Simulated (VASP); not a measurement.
Li, 1 atom in the cell. The structure is cubic, space group Im-3m (No. 229). Conventional cell: a = 3.477 Å, b = 3.477 Å, c = 3.477 Å, α = 90.00°, β = 90.00°, γ = 90.00°. Li (site symmetry m-3m) has 14 Li at 3.01 to 3.48 Å within 4.0 Å.  This cell differs from its parent crystal: volume scaled by 0.98.

| Property | Result |
| --- | --- |
| Program | VASP 6.6.1 |
| Task | single point |
| Functional | PBE |
| Potentials or basis | VASP PAW PBE potentials, release 64 (Li_sv) |
| Cutoff | 520 eV |
| k mesh | 13 × 13 × 13 |
| Occupations | fermi-dirac, width 0.05 eV |
| Spin | no spin polarisation |
| Dipole correction | no |
| Further INCAR settings | ALGO = Normal; EDIFF = 1e-07; NBANDS = 8 |

Potentials or basis: VASP PAW PBE potentials, release 64 (Li_sv).

Run with:

```sh
$ cat potpaw_PBE.64/Li_sv/POTCAR > POTCAR
$ mpirun -np 1 vasp_std > vasp.out
```

Hardware: 1 thread of Intel Xeon 8259CL, with other jobs on the host.

**Question.** Estimate the wall time of this run.

**Answer.** Wall time 14 s on 1 thread of Intel Xeon 8259CL (shared host), peak memory 0.13 GiB. Counts: scf iterations 11, k points 84.
